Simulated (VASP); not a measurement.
Here is a VASP 6.6.1 calculation.

The input INCAR:

```
SYSTEM = Mg13O12
ALGO = Normal
EDIFF = 1E-7
ENCUT = 520
GGA = PE
ISIF = 2
ISMEAR = -1
LASPH = .TRUE.
LCHARG = .TRUE.
LELF = .TRUE.
LREAL = Auto
LVHAR = .TRUE.
LWAVE = .FALSE.
NBANDS = 67
NELM = 100
PREC = Accurate
SIGMA = 0.05
```

File KPOINTS:

```
k-points
0
G
  2 2 1
  0 0 0
```

File POSCAR:

```
Mg13O12
1.0
    5.4461360000      0.0000000000      0.0000000000
    2.7230680000      4.7164920000      0.0000000000
    0.0000000000      0.0000000000     17.5584400000
Mg O
13 12
Direct
    0.0000000000      0.0000000000      0.0569526678
   -0.0000013665      0.4999902470      0.0569526678
    0.5000058757      0.0000000000      0.0569526678
    0.5000045093      0.4999902470      0.0569526678
    0.6577820495      0.6808237987      0.2064420302
    0.6697881243      0.1815756287      0.1995735384
    0.1614663614      0.6783643437      0.2034577104
    0.1469309884      0.1782892879      0.1992602988
    0.3391602658      0.2951770087      0.3464430781
    0.3256478256      0.8211611511      0.3411863469
    0.8448444618      0.3438996610      0.3434530630
    0.8648078311      0.8172175422      0.3483566877
    0.4820640620      0.5564729040      0.4717275567
    0.3333340262      0.8333312131      0.1202669485
    0.3333353927      0.3333409661      0.1202669485
    0.8333399019      0.8333312131      0.1202669485
    0.8333229067      0.3333409661      0.1202669485
    0.0069631036      0.5101885045      0.2694658523
    0.9890404338     -0.0089049234      0.2676262812
    0.5015835411      0.5097220561      0.2621702156
    0.4713398410      0.0323969594      0.2661967692
    0.6656788822      0.1752149691      0.4060041780
    0.6457618054      0.6877145132      0.4036634234
    0.1306923269      0.1627692785      0.4203049929
    0.1719326952      0.6281999418      0.4171555104
```

Potentials or basis: VASP PAW PBE potentials, release 64 (Mg, O).

Command:

```sh
$ cat potpaw_PBE.64/Mg/POTCAR potpaw_PBE.64/O/POTCAR > POTCAR
$ mpirun -np 1 vasp_std > vasp.out
```

(1) What does it give for the largest force?

(2) Estimate the band gap on the k mesh.

Answers

(1) 2.408 eV/Å.

(2) zero (band 49 reaches 0.65 eV, above the bottom of band 50 at 0.37 eV).

Caveat: the k points lie up to 0.67 Å⁻¹ apart.
